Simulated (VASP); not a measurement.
# SnO (P1) in VASP: single point with PBE

Aim: the single point of SnO with PBE.

Everything below comes from runs of VASP 6.6.1. Logs are shortened: lines on timing, memory, paths and dates and some standing lists are left out, and cuts for length are marked.

### Step 1. The cell of the first run

The typed cell holds 4 atoms: a = 3.980 Å, b = 3.832 Å, c = 4.727 Å, α = 93.28°, β = 93.56°, γ = 90.05°.

### Step 2. Single point, PBE (atoms moved at random and the cell strained at random)

File INCAR:

```
SYSTEM = SnO
  PREC = Accurate
  ENCUT = 520
  EDIFF = 1E-7
  ISMEAR = 0
  SIGMA = 0.15
  LREAL = .FALSE.
  LASPH = .TRUE.
  NELM = 60
  ALGO = Normal
  ISIF = 2
  LWAVE = .FALSE.
  LCHARG = .FALSE.
  GGA = PE
  NBANDS = 28
  KPAR = 4
```

File KPOINTS:

```
Automatic mesh
0
G
  12 12 10
  0 0 0
```

File POSCAR:

```
SnO
1.0
    3.9783179831     -0.0032111047     -0.1193210823
   -0.0032111047      3.8305837189     -0.1081499416
   -0.1517718974     -0.1375626296      4.7230083294
Sn O
2 2
Direct
    0.0036204292      0.5065970561      0.2297429704
    0.4761268415     -0.0153336481      0.7679017078
    0.0001644192      0.0172902613      0.0103876904
    0.5200883101      0.4914463307     -0.0080323686
```

Potentials or basis: VASP PAW PBE potentials, release 64 (Sn_d, O).

Launch:

```console
$ cat potpaw_PBE.64/Sn_d/POTCAR potpaw_PBE.64/O/POTCAR > POTCAR
$ mpirun -np 4 vasp_std > vasp.out
```

OUTCAR:

```text
SYSTEM = SnO
   PREC = Accurate
   ENCUT = 520
   EDIFF = 1E-7
   ISMEAR = 0
   LREAL = .FALSE.
   LASPH = .TRUE.
   NELM = 60
   ISIF = 2
   GGA = PE

 ion  position               nearest neighbor table
   1  0.004  0.507  0.230-   3 2.09   4 2.17   3 2.27   4 2.40   2 3.48   2 3.50   2 3.51   2 3.53
                             2 3.55   2 3.74
   2  0.476  0.985  0.768-   4 2.16   4 2.22   3 2.27   3 2.32   1 3.48   1 3.50   1 3.51   1 3.53
                             1 3.55   1 3.74
   3  0.000  0.017  0.010-   1 2.09   1 2.27   2 2.27   2 2.32
   4  0.520  0.491  0.992-   2 2.16   1 2.17   2 2.22   1 2.40

  LATTYP: Found a triclinic cell.
 ALAT       =     5.9126425933
 B/A-ratio  =     0.6481216163
 C/A-ratio  =     0.6731521824
 COS(alpha) =     0.0007979582
 COS(beta)  =     0.0501033596
 COS(gamma) =     0.6023428532

  Lattice vectors:

 A1 = (  -0.1549830021,   3.6930210893,   4.6148583878)
 A2 = (  -0.0032111047,   3.8305837189,  -0.1081499416)
 A3 = (  -3.9783179831,   0.0032111047,   0.1193210823)

Analysis of symmetry for initial positions (statically):
=====================================================================
 Subroutine PRICEL returns:
 Original cell was already a primitive cell.

 Routine SETGRP: Setting up the symmetry group for a
 triclinic supercell.

 Subroutine GETGRP returns: Found  1 space group operations
 (whereof  1 operations were pure point group operations)
 out of a pool of  2 trial point group operations.

The static configuration has the point symmetry C_1 .

Analysis of symmetry for dynamics (positions and initial velocities):
=====================================================================
 Subroutine PRICEL returns:
 Original cell was already a primitive cell.

 Routine SETGRP: Setting up the symmetry group for a
 triclinic supercell.

 Subroutine GETGRP returns: Found  1 space group operations
 (whereof  1 operations were pure point group operations)
 out of a pool of  2 trial point group operations.

The dynamic configuration has the point symmetry C_1 .

 Subroutine INISYM returns: Found  1 space group operations
 (whereof  1 operations are pure point group operations),
 and found     1 'primitive' translations

[... 96 lines left out ...]
   ENCUT  =  520.0 eV  38.22 Ry    6.18 a.u.   7.40  7.13  8.79*2*pi/ulx,y,z
   NELM   =     60;   NELMIN=  2; NELMDL= -5     # of ELM steps
   EDIFF  = 0.1E-06   stopping-criterion for ELM
   LREAL  =      F    real-space projection
   EDIFFG = 0.1E-05   stopping-criterion for IOM
   NSW    =      0    number of steps for IOM
   IBRION =     -1    ionic relax: 0-MD 1-quasi-New 2-CG
   NFREE  =      0    steps in history (QN), initial steepest desc. (CG)
   ISIF   =      2    stress and relaxation
   ISYM   =      2    0-nonsym 1-usesym 2-fastsym
   POTIM  = 0.5000    time-step for ionic-motion
   TEBEG  =    0.0;   TEEND  =   0.0 temperature during run
   PSTRESS=    0.0 pullay stress
   NELECT =      40.0000    total number of electrons
   NUPDOWN=      -1.0000    fix difference up-down
   EMIN   =  10.00;   EMAX   =-10.00  energy-range for DOS
   EFERMI =   0.00;   METHOD = LEGACY
   ISMEAR =     0;   SIGMA  =   0.15  broadening in eV -4-tet -1-fermi 0-gaus
   EFERMI_NEDOS =   21; number of points for ismear=-14 and -15
   IALGO  =     38    algorithm
   IMIX   =      4    mixing-type and parameters
     AMIX     =   0.40;   BMIX     =  1.00
     AMIX_MAG =   1.60;   BMIX_MAG =  1.00
  volume/ion in A,a.u.               =      17.96       121.21
  Fermi-wavevector in a.u.,A,eV,Ry     =   1.346768  2.545023 24.678041  1.813785
  Thomas-Fermi vector in A             =   2.474573
   LORBIT       =      0    0 simple, 1 ext, 2 COOP (PROOUT), +10 PAW based schemes
   GGA     = PE    functional components
   LHFCALC =     F    Hartree Fock is set to
   AEXX    =    0.0000 exact exchange contribution
   IVDW    =     0    specifies the selected vdW correction
   LEPSILON=     F    determine dielectric tensor
   LRPA    =     F    only Hartree local field effects (RPA)
 non-spin polarized calculation
 Gauss-broadening in eV      SIGMA  =   0.15
  energy-cutoff  :      520.00
  volume of cell :       71.85
 maximum number of plane-waves:      1954
 NGX is ok and might be reduce to    30
   NGX = 15   NGY = 15   NGZ = 17

 number of electron      40.0000004 magnetization

 Free energy of the ion-electron system (eV)
  ---------------------------------------------------
  ext. energy  EPLUGINS =         0.00000000
  ---------------------------------------------------
  free energy    TOTEN  =       -22.46657506 eV

  energy without entropy =      -22.46652799  energy(sigma->0) =      -22.46655152

 E-fermi :   6.9997     XC(G=0): -10.1094

 val. band max:        6.7317597322   @ k =  -0.0000  -0.1667   0.1000
 cond. band min:       7.1796653583   @ k =   0.5000   0.5000  -0.0000
 fundamental gap:      0.4479056261
 Fermi energy:         6.9996524530

 k-point     1 :       0.0000    0.0000    0.0000
  band No.  band energies     occupation
      1     -15.1599      2.00000
      2     -14.7537      2.00000
      3     -14.6935      2.00000
      4     -14.6754      2.00000
      5     -14.6485      2.00000
      6     -14.6434      2.00000
[... 733 lines left out ...]
     27      15.0180      0.00000
     28      15.8209      0.00000

 [... further k-points ...]

------------------------ aborting loop because EDIFF is reached ----------------------------------------

  FORCE on cell =-STRESS in cart. coord.  units (eV):
  Direction    XX          YY          ZZ          XY          YZ          ZX
  --------------------------------------------------------------------------------------
  -------------------------------------------------------------------------------------
  Total        0.4750230      3.0799642      2.8115271      0.1380943      1.3797471      1.0147386
  in kB       10.5930095     68.6831841     62.6970393      3.0795014     30.7683527     22.6286655
  external PRESSURE =      47.3244110 kB  Pullay stress =       0.0000000 kB

 VOLUME and BASIS-vectors are now :
 -----------------------------------------------------------------------------
  energy-cutoff  :      520.00
  volume of cell :       71.85
      direct lattice vectors                 reciprocal lattice vectors
     3.978317983 -0.003211105 -0.119321082     0.251605750  0.000439551  0.008098048
    -0.003211105  3.830583719 -0.108149942     0.000439551  0.261272437  0.007623962
    -0.151771897 -0.137562630  4.723008329     0.006366579  0.005993859  0.212108624

 POSITION                                       TOTAL-FORCE (eV/Angst)
 -----------------------------------------------------------------------------------
     -0.02209      1.90895      1.02986         0.223406      0.576299      1.205086
      1.77448      3.66468      3.46350         0.107916     -0.140168     -0.867634
     -0.00098      0.06480      0.04717         0.317429     -1.034586     -0.772250
      1.91695      1.74440      4.56986        -0.648751      0.598455      0.434798
 -----------------------------------------------------------------------------------
    total drift:                               -0.000021     -0.000134      0.000323

  FREE ENERGIE OF THE ION-ELECTRON SYSTEM (eV)
  ---------------------------------------------------
  free  energy   TOTEN  =       -22.4665750601 eV

  energy  without entropy=      -22.4665279891  energy(sigma->0) =      -22.46655152
```

OSZICAR:

```text
N       E                     dE             d eps       ncg     rms          rms(c)
DAV:   1     0.418687717773E+03    0.41869E+03   -0.19883E+04 41940   0.216E+03
DAV:   2     0.378870451499E+02   -0.38080E+03   -0.36573E+03 41904   0.541E+02
DAV:   3    -0.231852767674E+02   -0.61072E+02   -0.59884E+02 45908   0.181E+02
DAV:   4    -0.261468195934E+02   -0.29615E+01   -0.29468E+01 46892   0.426E+01
DAV:   5    -0.262159211451E+02   -0.69102E-01   -0.69092E-01 44520   0.707E+00    0.118E+01
DAV:   6    -0.225154740694E+02    0.37004E+01   -0.17421E+01 65816   0.452E+01    0.505E+00
DAV:   7    -0.224871523598E+02    0.28322E-01   -0.20364E+00 48268   0.874E+00    0.249E+00
DAV:   8    -0.224742241894E+02    0.12928E-01   -0.31370E-01 54656   0.391E+00    0.822E-01
DAV:   9    -0.224655106786E+02    0.87135E-02   -0.53529E-02 65580   0.238E+00    0.254E-01
DAV:  10    -0.224667148911E+02   -0.12042E-02   -0.71429E-03 53528   0.741E-01    0.120E-01
DAV:  11    -0.224665579376E+02    0.15695E-03   -0.90454E-04 59360   0.274E-01    0.377E-02
DAV:  12    -0.224665827057E+02   -0.24768E-04   -0.41198E-04 55020   0.131E-01    0.339E-02
DAV:  13    -0.224665757179E+02    0.69878E-05   -0.46242E-05 59304   0.641E-02    0.119E-02
DAV:  14    -0.224665751359E+02    0.58208E-06   -0.12314E-05 55072   0.273E-02    0.331E-03
DAV:  15    -0.224665750227E+02    0.11320E-06   -0.17576E-06 61656   0.127E-02    0.109E-03
DAV:  16    -0.224665750601E+02   -0.37458E-07   -0.17666E-07 32600   0.274E-03
   1 F= -.22466575E+02 E0= -.22466552E+02  d E =-.470711E-04
```

Run time: 10 min. Hardware: 4 MPI ranks of Oxide Virtual Turin-like, shared host; peak memory 1.1 GiB.

Results:

```
Free energy            : -22.4666 eV
Pressure               : 4.7 GPa
Largest force          : 1.354 eV/Å
Band gap on the k mesh : 0.45 eV (least direct gap 1.85 eV)
```

Forces on the atoms (eV/Å):
```
Sn   0.223  0.576  1.205
Sn   0.108 -0.140 -0.868
O    0.317 -1.035 -0.772
O   -0.649  0.598  0.435
```

Stress tensor (GPa, compression positive):
```
1.06 0.31 2.26
0.31 6.87 3.08
2.26 3.08 6.27
```

Levels at points of the mesh, in eV from the valence-band top:
| k point | band 18 | band 19 | band 20 | band 21 | band 22 | band 23 |
| --- | --- | --- | --- | --- | --- | --- |
| (0.00, 0.00, 0.00) | -3.34 | -3.02 | -0.13 | 1.91 | 4.21 | 4.70 |
| (0.50, 0.00, 0.00) | -4.67 | -2.49 | -2.07 | 2.68 | 3.58 | 5.39 |
| (0.00, 0.50, 0.00) | -4.39 | -2.48 | -2.04 | 3.13 | 4.21 | 5.12 |
| (0.50, 0.50, 0.00) | -2.61 | -1.83 | -1.40 | 0.45 | 0.72 | 4.71 |
| (0.00, 0.00, 0.50) | -3.08 | -2.92 | -1.69 | 1.31 | 2.80 | 3.37 |
| (0.50, 0.00, 0.50) | -4.69 | -1.71 | -1.00 | 2.29 | 2.89 | 5.40 |
| (0.00, 0.50, 0.50) | -4.45 | -1.84 | -1.08 | 2.60 | 3.25 | 4.85 |
| (0.50, 0.50, 0.50) | -2.70 | -2.40 | -2.26 | 2.74 | 2.84 | 3.80 |

Caveat: the cell differs from its parent crystal (atoms moved at random and the cell strained at random); the stress differs along the axes, from 1 to 7 GPa; semilocal functionals underestimate gaps, and a narrow one can read as zero; spin-orbit coupling is left out, which moves the levels of the heavy elements; forces of over 1 eV/Å act on the atoms, so gaps and moduli don't describe the material at rest. A k mesh can miss the band edges.
